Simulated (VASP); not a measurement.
A run of VASP 6.6.1 is set up as follows.

The input INCAR:

```
PREC = Accurate
ENCUT = 520
EDIFF = 1E-6
ISMEAR = 1
SIGMA = 0.05
LREAL = Auto
LASPH = True
NELM = 150
ALGO = Normal
ISIF = 2
LWAVE = False
LCHARG = True
ISPIN = 2
MAGMOM = 0 0 0.6 0 0 0 0.6 0 0.6 0 0 0 0 0 0 0.6 0.6
LORBIT = 11
GGA = PS
LELF = True
LVHAR = True
NBANDS = 64
```

KPOINTS

```
Automatic mesh
0
Gamma
  2 2 2
  0.5 0.5 0.5
```

The input POSCAR:

```
Si5BrO11
1.0
    9.9016390000      0.0000000000      0.0000000000
   -2.4754100000      4.2875350000      0.0000000000
    0.0000000000      0.0000000000      5.4429400000
Si O Br
5 11 1
Direct
    0.2299540000      0.9974850000      0.3267890000
    0.0049100000      0.4776780000      0.6606970000
    0.4929800000      0.4754120000      0.6698290000
    0.2712980000      0.5368440000      0.0059320000
    0.7688840000      0.5354710000      0.9993820000
    0.2124120000      0.2750110000      0.2100300000
    0.7063110000      0.2691750000      0.2206080000
    0.3709210000      0.1499210000      0.5398860000
    0.8613880000      0.1267620000      0.5490710000
    0.4328240000      0.5885880000      0.8791950000
    0.9272960000      0.5935080000      0.8831050000
    0.1387010000      0.4093590000      0.7902240000
    0.6255920000      0.3952630000      0.7930160000
    0.0608740000      0.7272630000      0.4506260000
    0.2889080000      0.8521950000      0.1161560000
    0.7910080000      0.8603710000      0.1199260000
    0.5863050000      0.7487870000      0.4559520000
```

Potentials or basis: VASP PAW PBE potentials, release 64 (Si, O, Br).

The run is started by

```bash
$ cat potpaw_PBE.64/Si/POTCAR potpaw_PBE.64/O/POTCAR potpaw_PBE.64/Br/POTCAR > POTCAR
$ mpirun -np 1 vasp_std > vasp.out
```

Problem. Estimate the largest force.

Solution. 26.633 eV/Å.

Problem. Predict the pressure.

Solution. 13.0 GPa.

Problem. Estimate the band gap on the k mesh.

Solution. 0.18 eV.

Forces on the atoms (eV/Å):
```
Si    0.480  -0.223   1.980
Si   -0.825  -2.950   2.416
Si    0.841 -18.778  14.854
Si   -0.148   0.115  -1.896
Si   -1.771  -0.953   0.122
O    -0.231  -0.677   0.981
O    -0.165   1.169  -0.328
O    -1.682  -2.145  -0.761
O     1.090   1.689   0.580
O    -3.864   0.949   4.389
O     2.212  -0.085  -1.481
O    -1.106   0.592  -0.893
O     0.190   0.070   0.752
O     1.460   2.542  -1.949
O     0.069   0.333   0.125
O     0.413  -0.368  -0.195
Br    3.036  18.721 -18.698
```

Caveat: the k points lie up to 0.63 Å⁻¹ apart; semilocal functionals underestimate gaps, and a narrow one can read as zero; the PAW data sets were made with another functional, which shifts forces and pressure a little.
